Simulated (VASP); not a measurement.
# Os (Fd-3m) in VASP: relaxation of cell and atoms with LDA

Aim: the relaxation of cell and atoms of Os with LDA.

Program: VASP 6.6.1. These are calculated values, not measurements. Logs are shortened: lines on timing, memory, paths and dates and some standing lists are left out, and cuts for length are marked.

## 1. The cell of the first run

It takes space group Fd-3m (No. 227, cubic). The conventional cell has a = 5.260 Å, b = 5.260 Å, c = 5.260 Å, α = 90.00°, β = 90.00°, γ = 90.00°. Within 3.0 Å of Os (site symmetry -43m) lie 4 Os at 2.28 Å.

This isn't the form of Os at room conditions, which is hcp.

## 2. Relaxation of cell and atoms, LDA

INCAR reads:

```
SYSTEM = Os
PREC     = Accurate       ! precision mode
ENCUT    = 560            ! plane-wave cutoff, eV
EDIFF    = 1E-7           ! SCF threshold, eV
ISMEAR   = -1             ! smearing method
SIGMA    = 0.05           ! smearing width, eV
LREAL    = .FALSE.        ! projectors in reciprocal space
LASPH    = .TRUE.         ! aspherical terms in the spheres
NELM     = 120            ! most SCF steps
ALGO     = Normal         ! electronic algorithm
ISIF     = 3              ! what is computed and relaxed
LWAVE    = .FALSE.        ! write WAVECAR
LCHARG   = .FALSE.        ! write CHGCAR
GGA      = CA             ! functional
IBRION   = 2              ! ionic algorithm
NSW      = 80             ! ionic steps
EDIFFG   = -0.03          ! ionic threshold
GGA_COMPAT= .FALSE.      
NELMIN   = 4
```

KPOINTS reads:

```
Automatic mesh
0
G
  7 7 7
  0 0 0
```

POSCAR reads:

```
Os
1.0
    0.0000000000      2.6300000000      2.6300000000
    2.6300000000      0.0000000000      2.6300000000
    2.6300000000      2.6300000000      0.0000000000
Os
2
Direct
    1.0000000000      1.0000000000      1.0000000000
    0.2500000000      0.2500000000      0.2500000000
```

Potentials or basis: VASP PAW LDA potentials, release 64 (Os_sv_GW).

Run with:

```console
$ cat potpaw_LDA.64/Os_sv_GW/POTCAR > POTCAR
$ mpirun -np 1 vasp_std > vasp.out
```

OUTCAR:

```text
SYSTEM = Os
   PREC = Accurate
   ENCUT = 560
   EDIFF = 1E-7
   ISMEAR = -1
   LREAL = .FALSE.
   LASPH = .TRUE.
   NELM = 120
   ISIF = 3
   GGA = CA
   IBRION = 2
   NSW = 80
   EDIFFG = -0.03
   NELMIN = 4

 ion  position               nearest neighbor table
   1  0.000  0.000  0.000-   2 2.28   2 2.28   2 2.28   2 2.28
   2  0.250  0.250  0.250-   1 2.28   1 2.28   1 2.28   1 2.28

  LATTYP: Found a face centered cubic cell.
 ALAT       =     5.2600000000

  Lattice vectors:

 A1 = (   0.0000000000,   2.6300000000,   2.6300000000)
 A2 = (   2.6300000000,   0.0000000000,   2.6300000000)
 A3 = (   2.6300000000,   2.6300000000,   0.0000000000)

Analysis of symmetry for initial positions (statically):
=====================================================================
 Subroutine PRICEL returns:
 Original cell was already a primitive cell.

 Routine SETGRP: Setting up the symmetry group for a
 face centered cubic supercell.

 Subroutine GETGRP returns: Found 48 space group operations
 (whereof 24 operations were pure point group operations)
 out of a pool of 48 trial point group operations.

The static configuration has the point symmetry T_d .
 The point group associated with its full space group is O_h .

Analysis of symmetry for dynamics (positions and initial velocities):
=====================================================================
 Subroutine PRICEL returns:
 Original cell was already a primitive cell.

 Routine SETGRP: Setting up the symmetry group for a
 face centered cubic supercell.

 Subroutine GETGRP returns: Found 48 space group operations
 (whereof 24 operations were pure point group operations)
 out of a pool of 48 trial point group operations.

The dynamic configuration has the point symmetry T_d .
 The point group associated with its full space group is O_h .

 Subroutine INISYM returns: Found 48 space group operations
 (whereof 24 operations are pure point group operations),
 and found     1 'primitive' translations

----------------------------------------------------------------------------------------

                                     Primitive cell

  volume of cell :      36.3829

  direct lattice vectors                    reciprocal lattice vectors
     0.000000000  2.630000000  2.630000000    -0.190114068  0.190114068  0.190114068
     2.630000000  0.000000000  2.630000000     0.190114068 -0.190114068  0.190114068
     2.630000000  2.630000000  0.000000000     0.190114068  0.190114068 -0.190114068

  length of vectors
     3.719381669  3.719381669  3.719381669     0.329287226  0.329287226  0.329287226

  position of ions in fractional coordinates (direct lattice)
     0.000000000  0.000000000  0.000000000
     0.250000000  0.250000000  0.250000000

  ion indices of the primitive-cell ions
   primitive index   ion index
                 1           1
                 2           2

----------------------------------------------------------------------------------------

 KPOINTS: Automatic mesh

Automatic generation of k-mesh.
 Grid dimensions read from file:
 generate k-points for:    7    7    7

 Generating k-lattice:

  Cartesian coordinates                     Fractional coordinates (reciprocal lattice)
    -0.027159153  0.027159153  0.027159153     0.142857143  0.000000000  0.000000000
     0.027159153 -0.027159153  0.027159153     0.000000000  0.142857143  0.000000000
     0.027159153  0.027159153 -0.027159153     0.000000000  0.000000000  0.142857143

  Length of vectors
     0.047041032  0.047041032  0.047041032

  Shift w.r.t. Gamma in fractional coordinates (k-lattice)
     0.000000000  0.000000000  0.000000000

 Subroutine IBZKPT returns following result:
 ===========================================

 Found     20 irreducible k-points:

 Following reciprocal coordinates:
            Coordinates               Weight
  0.000000  0.000000  0.000000      1.000000
  0.142857  0.000000  0.000000      8.000000
  0.285714  0.000000  0.000000      8.000000
  0.428571  0.000000  0.000000      8.000000
  0.142857  0.142857  0.000000      6.000000
  0.285714  0.142857  0.000000     24.000000
[... 12 lines left out ...]
 -0.428571  0.428571  0.142857     24.000000
 -0.285714  0.428571  0.142857     24.000000
   k-points           NKPTS =     20   k-points in BZ     NKDIM =     20   number of bands    NBANDS=     20
   number of dos      NEDOS =    301   number of ions     NIONS =      2
   total plane-waves  NPLWV =  27000
   dimension x,y,z NGX =    30 NGY =   30 NGZ =   30
   dimension x,y,z NGXF=    60 NGYF=   60 NGZF=   60
   ions per type =               2
   NGX,Y,Z   is equivalent  to a cutoff of  13.41, 13.41, 13.41 a.u.
   NGXF,Y,Z  is equivalent  to a cutoff of  26.82, 26.82, 26.82 a.u.
 SYSTEM =  Os
   PREC   = accura    normal or accurate (medium, high low for compatibility)
   ISTART =      0    job   : 0-new  1-cont  2-samecut
   ICHARG =      2    charge: 1-file 2-atom 10-const
   ISPIN  =      1    spin polarized calculation?
   LNONCOLLINEAR =      F non collinear calculations
   LSORBIT =      F    spin-orbit coupling
   LASPH  =      T    aspherical Exc in radial PAW
   ENCUT  =  560.0 eV  41.16 Ry    6.42 a.u.   7.18  7.18  7.18*2*pi/ulx,y,z
   NELM   =    120;   NELMIN=  4; NELMDL= -5     # of ELM steps
   EDIFF  = 0.1E-06   stopping-criterion for ELM
   LREAL  =      F    real-space projection
   EDIFFG = -.3E-01   stopping-criterion for IOM
   NSW    =     80    number of steps for IOM
   IBRION =      2    ionic relax: 0-MD 1-quasi-New 2-CG
   NFREE  =      1    steps in history (QN), initial steepest desc. (CG)
   ISIF   =      3    stress and relaxation
   ISYM   =      2    0-nonsym 1-usesym 2-fastsym
   POTIM  = 0.5000    time-step for ionic-motion
   TEBEG  =    0.0;   TEEND  =   0.0 temperature during run
   PSTRESS=    0.0 pullay stress
   NELECT =      32.0000    total number of electrons
   NUPDOWN=      -1.0000    fix difference up-down
   EMIN   =  10.00;   EMAX   =-10.00  energy-range for DOS
   EFERMI =   0.00;   METHOD = LEGACY
   ISMEAR =    -1;   SIGMA  =   0.05  broadening in eV -4-tet -1-fermi 0-gaus
   EFERMI_NEDOS =   21; number of points for ismear=-14 and -15
   IALGO  =     38    algorithm
   IMIX   =      4    mixing-type and parameters
     AMIX     =   0.40;   BMIX     =  1.00
     AMIX_MAG =   1.60;   BMIX_MAG =  1.00
  volume/ion in A,a.u.               =      18.19       122.76
  Fermi-wavevector in a.u.,A,eV,Ry     =   1.568528  2.964089 33.474163  2.460282
  Thomas-Fermi vector in A             =   2.670546
   LORBIT       =      0    0 simple, 1 ext, 2 COOP (PROOUT), +10 PAW based schemes
   GGA     = CA    functional components
   LHFCALC =     F    Hartree Fock is set to
   AEXX    =    0.0000 exact exchange contribution
   IVDW    =     0    specifies the selected vdW correction
   LEPSILON=     F    determine dielectric tensor
   LRPA    =     F    only Hartree local field effects (RPA)
 conjugate gradient relaxation of ions
 non-spin polarized calculation
  energy-cutoff  :      560.00
  volume of cell :       36.38
 maximum number of plane-waves:      1110
 NGX is ok and might be reduce to    30
   NGX = 15   NGY = 15   NGZ = 15

--------------------------------------- Ionic step        1  -------------------------------------------

 number of electron      32.0000000 magnetization

 Free energy of the ion-electron system (eV)
  ---------------------------------------------------
  ext. energy  EPLUGINS =         0.00000000
  ---------------------------------------------------
  free energy    TOTEN  =       -24.08298418 eV

  energy without entropy =      -24.07224135  energy(sigma->0) =      -24.07761277

------------------------ aborting loop because EDIFF is reached ----------------------------------------

  FORCE on cell =-STRESS in cart. coord.  units (eV):
  Direction    XX          YY          ZZ          XY          YZ          ZX
  --------------------------------------------------------------------------------------
  -------------------------------------------------------------------------------------
  Total        8.4887976      8.4887976      8.4887976      0.0000000      0.0000000      0.0000000
  in kB      373.8174072    373.8174072    373.8174072      0.0000000      0.0000000      0.0000000
  external PRESSURE =     373.8174072 kB  Pullay stress =       0.0000000 kB
[... 21 lines left out ...]
  energy  without entropy=      -24.0722413525  energy(sigma->0) =      -24.07761277

--------------------------------------- Ionic step        2  -------------------------------------------

 number of electron      31.9999996 magnetization

 E-fermi :   2.7220     XC(G=0):  -9.8512

 val. band max:        2.7164859769   @ k =   0.2857   0.1429   0.0000
 cond. band min:       2.7282232876   @ k =   0.4286   0.1429   0.0000
 fundamental gap:      0.0117373107
 Fermi energy:         2.7220025150

 k-point     1 :       0.0000    0.0000    0.0000
  band No.  band energies     occupation
      1     -82.7842      2.00000
      2     -82.7316      2.00000
      3     -42.4848      2.00000
      4     -42.4848      2.00000
      5     -42.4848      2.00000
      6     -42.2316      2.00000
[... 12 lines left out ...]
     19       3.9657      0.00000
[... 541 lines left out ...]
  energy  without entropy=      -24.5423919355  energy(sigma->0) =      -24.54858681

--------------------------------------- Ionic step        5  -------------------------------------------

 number of electron      32.0000003 magnetization

 Free energy of the ion-electron system (eV)
  ---------------------------------------------------
  ext. energy  EPLUGINS =         0.00000000
  ---------------------------------------------------
  free energy    TOTEN  =       -24.55529578 eV

  energy without entropy =      -24.54298697  energy(sigma->0) =      -24.54914138

 E-fermi :   7.4890     XC(G=0): -12.1166

 val. band max:        7.3975247966   @ k =  -0.1429   0.1429   0.0000
 cond. band min:       7.5297710937   @ k =   0.2857   0.1429   0.0000
 fundamental gap:      0.1322462972
 Fermi energy:         7.4890248077

 k-point     1 :       0.0000    0.0000    0.0000
  band No.  band energies     occupation
      1     -78.3821      2.00000
      2     -78.0298      2.00000
      3     -38.3939      2.00000
      4     -38.3939      2.00000
      5     -38.3939      2.00000
      6     -37.4048      2.00000
[... 12 lines left out ...]
     19      10.2818      0.00000
[... 465 lines left out ...]
  FREE ENERGIE OF THE ION-ELECTRON SYSTEM (eV)
  ---------------------------------------------------
  free  energy   TOTEN  =       -24.5552957812 eV

  energy  without entropy=      -24.5429869725  energy(sigma->0) =      -24.54914138

 reached required accuracy - stopping structural energy minimisation
```

Run time: 74 s. Hardware: 1 thread of Intel Xeon Platinum 8488C (Sapphire Rapids), shared host; peak memory 0.15 GiB.

Results:

- Free energy: -24.5553 eV
- Relaxed volume: 20.45 Å³/atom
- Relaxed cell: a = 3.867 Å, b = 3.867 Å, c = 3.867 Å, α = 60.00°, β = 60.00°, γ = 60.00°
- Space group after relaxing (to 0.1 Å): Fd-3m (No. 227)
- Pressure after relaxing: 0.0 GPa
- Band gap on the k mesh: zero (bands 16 and 17 overlap by 1.06 eV)

Final structure:
```cif
data_structure
_symmetry_space_group_name_H-M 'P 1'
_symmetry_Int_Tables_number 1
_cell_length_a 3.8671
_cell_length_b 3.8671
_cell_length_c 3.8671
_cell_angle_alpha 60.000
_cell_angle_beta 60.000
_cell_angle_gamma 60.000
_cell_volume 40.89
loop_
_atom_site_label
_atom_site_type_symbol
_atom_site_fract_x
_atom_site_fract_y
_atom_site_fract_z
_atom_site_occupancy
Os1 Os 0.00000 0.00000 0.00000 1
Os2 Os 0.25000 0.25000 0.25000 1
```

Caveat: spin-orbit coupling is left out, which moves the levels of the heavy elements.

The gap in the log of VASP goes by the Fermi energy; the results here count the filled bands.